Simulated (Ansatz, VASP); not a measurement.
# Two plane-wave programs on CoSi

File INCAR:

```
PREC = Accurate
ENCUT = 600
EDIFF = 1E-6
ISMEAR = 0
SIGMA = 0.1
LREAL = F
LASPH = T
NELM = 200
ALGO = Normal
ISIF = 2
LWAVE = F
LCHARG = F
LMAXMIX = 4
LDAU = T
LDAUTYPE = 2
LDAUL = 2 -1
LDAUU = 6.6 0
LDAUJ = 0 0
LDAUPRINT = 1
GGA = PE
NBANDS = 14
GGA_COMPAT = F
```

Contents of KPOINTS:

```
regular mesh
0
Gamma
  2 2 2
```

Contents of POSCAR:

```
CoSi
1.0
    0.0000000000      2.6825000000      2.6825000000
    2.6825000000      0.0000000000      2.6825000000
    2.6825000000      2.6825000000      0.0000000000
Co Si
1 1
Direct
    0.0000000000      0.0000000000      0.0000000000
    0.2500000000      0.2500000000      0.2500000000
```

Input for Ansatz:

```yaml
crystal:
  lattice:
    - [0.0, 2.6825, 2.6825]
    - [2.6825, 0.0, 2.6825]
    - [2.6825, 2.6825, 0.0]
  atoms:
    - { symbol: Co, position: [0.0, 0.0, 0.0] }
    - { symbol: Si, position: [0.25, 0.25, 0.25] }
basis:
  ecutwfc: 420
kpoints:
  mp_grid: { grid: [2, 2, 2] }
hamiltonian:
  xc: pbe
  hubbard: { sites: [{ species: Co, l: d, u_eff: 6.6 }] }
scf:
  occupations: { method: gaussian, width: 0.1 }
output:
  forces: true
  stress: true
  eigenvalues: true
```

Alike in both runs: task single point; functional PBE; k mesh 2 × 2 × 2; occupations gaussian, width 0.1 eV; no spin polarisation; Hubbard terms Co d U = 6.6 eV.

```csv
,VASP,Ansatz
version,VASP 6.6.1,Ansatz 0.2.0
potentials or method,"VASP PAW PBE potentials, release 64 (Co, Si), cutoff 600 eV","scalar-relativistic, plane waves, PAW"
valence electrons in the cell,13,21
```

|  | VASP | Ansatz | Ansatz less VASP |
| --- | --- | --- | --- |
| gap on the k mesh at the Fermi level (eV) | none | none | - |
| pressure (GPa) | -16.8 | -14.4 | +2.40 |

The programs project onto different local orbitals, so the same U acts differently, and such runs can settle in different states. A gap of «none» marks a metal or a gap that the smearing closes. VASP's potentials hold 13 valence electrons a cell and Ansatz's 21, so a difference there can come from the potentials and not from the codes. Ansatz's warnings: filled band counts differ across k points.

The k mesh is coarse, so the values compare programs but aren't converged.
